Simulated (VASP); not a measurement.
Write the native input for VASP 6.6.1 that does the following.

```
Task                               : single point
Functional                         : PBE-based screened hybrid with 35 % exact exchange
Potentials or basis                : VASP PAW PBE potentials, release 64 (Mo_sv, S)
Cutoff                             : 520 eV
k mesh                             : 6 × 6 × 2
Occupations                        : gaussian, width 0.01 eV
Spin                               : no spin polarisation
Dipole correction                  : no
Grid for exact exchange (PRECFOCK) : Normal
Share of exact exchange            : 0.35
Further INCAR settings             : ALGO = Normal; EDIFF = 1e-06; NBANDS = 20
Screening parameter                : 0.1 1/Å
```

MoS2:

```xyz
3
Lattice="3.1711 0.0000 0.0000 -1.5855 2.7462 0.0000 0.0000 0.0000 6.8097" Properties=species:S:1:pos:R:3 pbc="T T T"
Mo    0.0000    0.0000    0.0000
S     0.0000    1.8308    1.5565
S     0.0000    1.8308    5.2532
```

The input as run:

POSCAR

```
MoS2
1.0
    3.1710536536      0.0000000000      0.0000000000
   -1.5855268268      2.7462130208      0.0000000000
    0.0000000000      0.0000000000      6.8097212861
Mo S
1 2
Direct
    0.0000000000      0.0000000000      0.0000000000
    0.3333333333      0.6666666667      0.2285695381
    0.3333333333      0.6666666667      0.7714304619
```

INCAR.step1

```
  ALGO = Normal
  EDIFF = 1E-5
  ENCUT = 520
  GGA = PE
  ISIF = 2
  ISMEAR = 0
  LASPH = True
  LREAL = False
  LWAVE = True
  NBANDS = 20
  NELM = 100
  PREC = Accurate
  SIGMA = 0.01
```

INCAR.step2

```
  AEXX = 0.35
  ALGO = Normal
  EDIFF = 1E-6
  ENCUT = 520
  GGA = PE
  HFSCREEN = 0.1
  ISIF = 2
  ISMEAR = 0
  ISTART = 1
  LASPH = True
  LCHARG = True
  LELF = True
  LHFCALC = True
  LREAL = False
  LVHAR = True
  LWAVE = False
  NBANDS = 20
  NELM = 100
  PREC = Accurate
  PRECFOCK = Normal
  SIGMA = 0.01
```

KPOINTS

```
k-points
0
Gamma
  6 6 2
```

Potentials or basis: VASP PAW PBE potentials, release 64 (Mo_sv, S).

Command:

```sh
$ cat potpaw_PBE.64/Mo_sv/POTCAR potpaw_PBE.64/S/POTCAR > POTCAR
$ cp INCAR.step1 INCAR
$ mpirun -np 1 vasp_std > vasp.out
$ cp INCAR.step2 INCAR
$ mpirun -np 1 vasp_std > vasp.out
```

Results of the run:

- Pressure: -4.5 GPa
- Largest force: 0.650 eV/Å
- Band gap on the k mesh: 2.41 eV (least direct gap 2.74 eV)

Caveat: the k points lie up to 0.46 Å⁻¹ apart; the PAW data sets were made with another functional, which shifts forces and pressure a little.

Wall time 47 min on 1 thread of Intel(R) Xeon(R) Platinum 8259CL CPU @ 2.50GHz (Skylake/Cascade Lake) (shared host), peak memory 0.28 GiB.
